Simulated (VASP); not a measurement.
# Sn (Im-3m) in VASP: notebook

Sn is run at these levels: PBE; tasks: single point.

All numbers are computed with VASP 6.6.1; they aren't measurements. Logs are shortened: lines on timing, memory, paths and dates and some standing lists are left out, and cuts for length are marked.

### 1 The cell of the first run

The structure is cubic, space group Im-3m (No. 229). Conventional cell: a = 2.827 Å, b = 2.827 Å, c = 2.827 Å, α = 90.00°, β = 90.00°, γ = 90.00°. Sn (site symmetry m-3m) has 14 Sn at 2.45 to 2.83 Å within 3.2 Å.

### 2 Single point, PBE

File INCAR:

```
SYSTEM = Sn
PREC = Accurate ; ENCUT = 520
EDIFF = 1E-6 ; ISMEAR = -1
SIGMA = 0.1 ; LREAL = .False.
LASPH = .True. ; NELM = 60
ALGO = Normal ; ISIF = 2
LWAVE = .False. ; LCHARG = .False.
GGA = PE ; NBANDS = 13
```

File KPOINTS:

```
regular mesh
0
Gamma
  19 19 19
  0 0 0
```

File POSCAR:

```
Sn
1.0
   -1.4135764964      1.4135764964      1.4135764964
    1.4135764964     -1.4135764964      1.4135764964
    1.4135764964      1.4135764964     -1.4135764964
Sn
1
Direct
    0.0000000000      0.0000000000      0.0000000000
```

Potentials or basis: VASP PAW PBE potentials, release 64 (Sn_d).

The run is started by

```
> cat potpaw_PBE.64/Sn_d/POTCAR > POTCAR
> mpirun -np 1 vasp_std > vasp.out
```

OUTCAR:

```text
SYSTEM = Sn
   PREC = Accurate
   ENCUT = 520
   EDIFF = 1E-6
   ISMEAR = -1
   LREAL = .False.
   LASPH = .True.
   NELM = 60
   ISIF = 2
   GGA = PE

 ion  position               nearest neighbor table
   1  0.000  0.000  0.000-

  LATTYP: Found a body centered cubic cell.
 ALAT       =     2.8271529928

  Lattice vectors:

 A1 = (  -1.4135764964,   1.4135764964,   1.4135764964)
 A2 = (   1.4135764964,  -1.4135764964,   1.4135764964)
 A3 = (   1.4135764964,   1.4135764964,  -1.4135764964)

Analysis of symmetry for initial positions (statically):
=====================================================================
 Subroutine PRICEL returns:
 Original cell was already a primitive cell.

 Routine SETGRP: Setting up the symmetry group for a
 body centered cubic supercell.

 Subroutine GETGRP returns: Found 48 space group operations
 (whereof 48 operations were pure point group operations)
 out of a pool of 48 trial point group operations.

The static configuration has the point symmetry O_h .

Analysis of symmetry for dynamics (positions and initial velocities):
=====================================================================
 Subroutine PRICEL returns:
 Original cell was already a primitive cell.

 Routine SETGRP: Setting up the symmetry group for a
 body centered cubic supercell.

 Subroutine GETGRP returns: Found 48 space group operations
 (whereof 48 operations were pure point group operations)
 out of a pool of 48 trial point group operations.

The dynamic configuration has the point symmetry O_h .

 Subroutine INISYM returns: Found 48 space group operations
 (whereof 48 operations are pure point group operations),
 and found     1 'primitive' translations

----------------------------------------------------------------------------------------

                                     Primitive cell

  volume of cell :      11.2984

  direct lattice vectors                    reciprocal lattice vectors
    -1.413576496  1.413576496  1.413576496     0.000000000  0.353712729  0.353712729
     1.413576496 -1.413576496  1.413576496     0.353712729  0.000000000  0.353712729
     1.413576496  1.413576496 -1.413576496     0.353712729  0.353712729  0.000000000

  length of vectors
     2.448386312  2.448386312  2.448386312     0.500225338  0.500225338  0.500225338

  position of ions in fractional coordinates (direct lattice)
     0.000000000  0.000000000  0.000000000
[... 81 lines left out ...]
   NFREE  =      0    steps in history (QN), initial steepest desc. (CG)
   ISIF   =      2    stress and relaxation
   ISYM   =      2    0-nonsym 1-usesym 2-fastsym
   POTIM  = 0.5000    time-step for ionic-motion
   TEBEG  =    0.0;   TEEND  =   0.0 temperature during run
   PSTRESS=    0.0 pullay stress
   NELECT =      14.0000    total number of electrons
   NUPDOWN=      -1.0000    fix difference up-down
   EMIN   =  10.00;   EMAX   =-10.00  energy-range for DOS
   EFERMI =   0.00;   METHOD = LEGACY
   ISMEAR =    -1;   SIGMA  =   0.10  broadening in eV -4-tet -1-fermi 0-gaus
   EFERMI_NEDOS =   21; number of points for ismear=-14 and -15
   IALGO  =     38    algorithm
   IMIX   =      4    mixing-type and parameters
     AMIX     =   0.40;   BMIX     =  1.00
     AMIX_MAG =   1.60;   BMIX_MAG =  1.00
  volume/ion in A,a.u.               =      11.30        76.25
  Fermi-wavevector in a.u.,A,eV,Ry     =   1.758375  3.322847 42.067623  3.091883
  Thomas-Fermi vector in A             =   2.827546
   LORBIT       =      0    0 simple, 1 ext, 2 COOP (PROOUT), +10 PAW based schemes
   GGA     = PE    functional components
   LHFCALC =     F    Hartree Fock is set to
   AEXX    =    0.0000 exact exchange contribution
   IVDW    =     0    specifies the selected vdW correction
   LEPSILON=     F    determine dielectric tensor
   LRPA    =     F    only Hartree local field effects (RPA)
 non-spin polarized calculation
  energy-cutoff  :      520.00
  volume of cell :       11.30
 maximum number of plane-waves:       321
   NGX =  9   NGY =  9   NGZ =  9

 number of electron      13.9999991 magnetization

 Free energy of the ion-electron system (eV)
  ---------------------------------------------------
  ext. energy  EPLUGINS =         0.00000000
  ---------------------------------------------------
  free energy    TOTEN  =         4.20936807 eV

  energy without entropy =        4.22070939  energy(sigma->0) =        4.21503873

 E-fermi :  25.1545     XC(G=0): -15.2527

 val. band max:       25.1484169747   @ k =  -0.3684   0.3684   0.3158
 cond. band min:      25.1926007683   @ k =  -0.3158   0.3158   0.0526
 fundamental gap:      0.0441837936
 Fermi energy:        25.1545011584

 k-point     1 :       0.0000    0.0000    0.0000
  band No.  band energies     occupation
      1       0.5057      2.00000
      2       0.5057      2.00000
      3       0.5057      2.00000
      4       1.8654      2.00000
      5       1.8654      2.00000
      6       3.7456      2.00000
      7      36.5492      0.00000
      8      36.5492      0.00000
      9      36.5492      0.00000
     10      45.3108      0.00000
     11      45.3108      0.00000
     12      45.3358      0.00000
     13      45.3368      0.00000
[... 354 lines left out ...]
  band No.  band energies     occupation
      1      -0.0077      2.00000
      2       0.1617      2.00000
      3       1.6924      2.00000
      4       1.8336      2.00000
      5       2.2561      2.00000
      6      10.5603      2.00000
      7      22.6497      2.00000
      8      29.8704      0.00000
      9      32.7913      0.00000
     10      38.5990      0.00000
     11      42.8284      0.00000
     12      44.0234      0.00000
     13      48.7652      0.00000

 [... further k-points ...]

------------------------ aborting loop because EDIFF is reached ----------------------------------------

  FORCE on cell =-STRESS in cart. coord.  units (eV):
  Direction    XX          YY          ZZ          XY          YZ          ZX
  --------------------------------------------------------------------------------------
  -------------------------------------------------------------------------------------
  Total       26.1494611     26.1494611     26.1494611     -0.0000000      0.0000000     -0.0000000
  in kB     3708.1337249   3708.1337249   3708.1337249     -0.0000000      0.0000000     -0.0000000
  external PRESSURE =    3708.1337249 kB  Pullay stress =       0.0000000 kB

 VOLUME and BASIS-vectors are now :
 -----------------------------------------------------------------------------
  energy-cutoff  :      520.00
  volume of cell :       11.30
      direct lattice vectors                 reciprocal lattice vectors
    -1.413576496  1.413576496  1.413576496     0.000000000  0.353712729  0.353712729
     1.413576496 -1.413576496  1.413576496     0.353712729  0.000000000  0.353712729
     1.413576496  1.413576496 -1.413576496     0.353712729  0.353712729  0.000000000

 POSITION                                       TOTAL-FORCE (eV/Angst)
 -----------------------------------------------------------------------------------
      0.00000      0.00000      0.00000        -0.000000      0.000000      0.000000
 -----------------------------------------------------------------------------------
    total drift:                                0.000000      0.000000      0.000000

  FREE ENERGIE OF THE ION-ELECTRON SYSTEM (eV)
  ---------------------------------------------------
  free  energy   TOTEN  =         4.2093680728 eV

  energy  without entropy=        4.2207093947  energy(sigma->0) =        4.21503873
```

OSZICAR:

```text
N       E                     dE             d eps       ncg     rms          rms(c)
DAV:   1     0.812090621719E+02    0.81209E+02   -0.65615E+03  6363   0.208E+03
DAV:   2     0.714661713184E+01   -0.74062E+02   -0.70893E+02  6180   0.350E+02
DAV:   3     0.385130101208E+01   -0.32953E+01   -0.32765E+01  6811   0.631E+01
DAV:   4     0.381321600914E+01   -0.38085E-01   -0.38078E-01  6765   0.661E+00
DAV:   5     0.381253929390E+01   -0.67672E-03   -0.67670E-03  6963   0.858E-01    0.703E+00
DAV:   6     0.406033976345E+01    0.24780E+00   -0.26179E-02  8841   0.421E+00    0.402E+00
DAV:   7     0.420796088928E+01    0.14762E+00   -0.44283E-02  8603   0.437E+00    0.106E-01
DAV:   8     0.420929717232E+01    0.13363E-02   -0.17747E-03  7124   0.781E-01    0.607E-02
DAV:   9     0.420926155081E+01   -0.35622E-04   -0.13774E-04  7065   0.158E-01    0.486E-02
DAV:  10     0.420936062039E+01    0.99070E-04   -0.24139E-05  7098   0.114E-01    0.527E-03
DAV:  11     0.420936745324E+01    0.68329E-05   -0.12546E-06  6509   0.207E-02    0.395E-03
DAV:  12     0.420936807282E+01    0.61957E-06   -0.97074E-08  3620   0.461E-03
   1 F= 0.42093681E+01 E0= 0.42150387E+01  d E =-.113413E-01
```

It took 11 s on 1 thread of Intel Xeon 6975P-C (Granite Rapids), shared host; peak memory 0.14 GiB.

Results:

- Free energy: 4.2094 eV
- Pressure: 370.8 GPa
- Band gap on the k mesh: zero (band 7 reaches 36.55 eV, above the bottom of band 8 at 20.15 eV)

Caveat: spin-orbit coupling is left out, which moves the levels of the heavy elements.

### 3 Single point, PBE

File INCAR:

```
SYSTEM = Sn
  PREC = Accurate
  ENCUT = 520
  EDIFF = 1E-7
  ISMEAR = -1
  SIGMA = 0.1
  LREAL = .FALSE.
  LASPH = .TRUE.
  NELM = 100
  ALGO = Normal
  ISIF = 2
  LWAVE = .FALSE.
  LCHARG = .TRUE.
  GGA = PE
  LELF = .TRUE.
  LVHAR = .TRUE.
  NBANDS = 13
```

File KPOINTS:

```
Automatic mesh
0
G
  19 19 19
  0 0 0
```

File POSCAR:

```
Sn
1.0
   -1.4133172517      1.4133172517      1.4133172517
    1.4133172517     -1.4133172517      1.4133172517
    1.4133172517      1.4133172517     -1.4133172517
Sn
1
Direct
    0.0000000000      0.0000000000      0.0000000000
```

Potentials or basis: VASP PAW PBE potentials, release 64 (Sn_d).

The run is started by

```
> cat potpaw_PBE.64/Sn_d/POTCAR > POTCAR
> mpirun -np 1 vasp_std > vasp.out
```

Run time: 13 s. Hardware: 1 thread of Intel Xeon 6975P-C (Granite Rapids), shared host; peak memory 0.14 GiB.

Results (log left out):

* Free energy: 4.2238 eV
* Pressure: 371.6 GPa
* Band gap on the k mesh: zero (band 7 reaches 36.56 eV, above the bottom of band 8 at 20.17 eV)

Levels at points of the mesh, in eV from the Fermi level:
```csv
k point,band 3,band 4,band 5,band 6,band 7,band 8,band 9,band 10,band 11,band 12
"(0.00, 0.00, 0.00)",-24.65,-23.29,-23.29,-21.42,11.39,11.39,11.39,20.17,20.17,20.19
```

Caveat: spin-orbit coupling is left out, which moves the levels of the heavy elements.
